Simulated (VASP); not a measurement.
SnTe:

```
CELL_PARAMETERS angstrom
0.00000 3.17172 3.17172
3.17172 0.00000 3.17172
3.17172 3.17172 0.00000
ATOMIC_POSITIONS crystal
Te 0.50000 0.50000 0.50000
Sn 0.00000 0.00000 0.00000
```

Base run:

* Program: VASP 6.6.1
* Functional: r2SCAN
* Dispersion: rVV10
* Potentials or basis: VASP PAW PBE potentials, release 64 (Te, Sn_d)
* Cutoff: 520 eV
* k mesh: 7 × 7 × 7
* Occupations: fermi-dirac, width 0.05 eV
* Spin: no spin polarisation

Its results: pressure -0.2 GPa.

Q: The run is repeated on the same cell with these changes: dispersion from rVV10 to none. What comes out?

A: Pressure 0.6 GPa.

Dispersion adds attraction, which lowers the pressure at fixed volume.

Caveats: the PAW data sets were made with another functional, which shifts forces and pressure a little.
